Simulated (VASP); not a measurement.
Set up this calculation in VASP 6.6.1, as the native input.

| Quantity | Value |
| --- | --- |
| Task | single point |
| Functional | PBE |
| Potentials or basis | VASP PAW PBE potentials, release 64 (Cd, Te, Se) |
| Cutoff | 500 eV |
| k mesh | 2 × 2 × 3 |
| Occupations | gaussian, width 0.15 eV |
| Spin | no spin polarisation |
| Dipole correction | no |
| Further INCAR settings | ALGO = Normal; EDIFF = 1e-06; NBANDS = 40 |

The structure of Cd2TeSe5 lies in POSCAR:

```
Cd2TeSe5
1.0
    5.1146841092     -4.9008859084      0.0000000000
    5.1146841092      4.9008859084      0.0000000000
    0.0000000000      0.0000000000      4.5860916825
Cd Te Se
2 1 5
Direct
    0.5000000000      0.0000000000     -0.0396297699
    0.0000000000      0.5000000000     -0.0396297699
    0.0000000000      0.0000000000      0.8387169173
    0.5000000000      0.5000000000      0.4431690815
    0.7164615913      0.7164615913      0.6786204478
    0.2835384087      0.2835384087      0.6786204478
    0.2126871468      0.7873128532      0.1900663226
    0.7873128532      0.2126871468      0.1900663226
```

These files were run (other wordings do the same):

INCAR

```
PREC = Accurate
ENCUT = 500
EDIFF = 1E-6
ISMEAR = 0
SIGMA = 0.15
LREAL = False
LASPH = True
NELM = 120
ALGO = Normal
ISIF = 2
LWAVE = False
LCHARG = True
GGA = PE
LELF = True
LVHAR = True
NBANDS = 40
GGA_COMPAT = False
```

KPOINTS

```
Automatic mesh
0
Gamma
  2 2 3
```

Potentials or basis: VASP PAW PBE potentials, release 64 (Cd, Te, Se).

Launch:

```bash
$ cat potpaw_PBE.64/Cd/POTCAR potpaw_PBE.64/Te/POTCAR potpaw_PBE.64/Se/POTCAR > POTCAR
$ mpirun -np 1 vasp_std > vasp.out
```

It gave:

- Pressure: 0.2 GPa
- Largest force: 0.057 eV/Å
- Band gap on the k mesh: zero (filled and empty bands overlap)

Caveat: the k points lie up to 0.46 Å⁻¹ apart; semilocal functionals underestimate gaps, so a narrow gap can read as zero; spin-orbit coupling is left out, which moves the levels of the heavy elements.

Run time: 45 s on 1 thread of Intel(R) Xeon(R) Platinum 8488C (Sapphire Rapids), on a shared host, peak memory 0.32 GiB.
